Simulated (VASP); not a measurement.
MgH2:

```
CELL_PARAMETERS angstrom
-1.90417 1.90417 4.73230
1.90417 -1.90417 4.73230
1.90417 1.90417 -4.73230
ATOMIC_POSITIONS crystal
Mg 0.00000 0.00000 0.00000
Mg 0.75000 0.25000 0.50000
H 0.78992 0.78992 0.00000
H 0.96008 0.46008 0.50000
H 0.53992 0.03992 0.50000
H 0.21008 0.21008 0.00000
```

Base run:

```yaml
Program: VASP 6.6.1
Functional: PBE
Potentials_or_basis: VASP PAW PBE potentials, release 64 (Mg, H)
Cutoff: 600 eV
k_mesh: 8 × 8 × 8, shifted
Occupations: gaussian, width 0.02 eV
Spin: no spin polarisation
```

Its results: band gap on the k mesh 3.54 eV (least direct gap 4.71 eV); pressure -0.2 GPa.

**Question.** The run is repeated on the same cell with these changes: functional from PBE to r2SCAN; cutoff from 600 eV to 660 eV; k mesh from 8 × 8 × 8, shifted to 8 × 8 × 8, through Γ. What comes out?

**Answer.** Band gap on the k mesh 4.08 eV (least direct gap 5.23 eV); pressure -1.3 GPa.

Several settings changed at once.

Caveats: a shifted mesh leaves out Γ, where band edges can lie (at least some runs); the PAW data sets were made with another functional, which shifts forces and pressure a little (at least some runs).

A k mesh can miss the band edges.
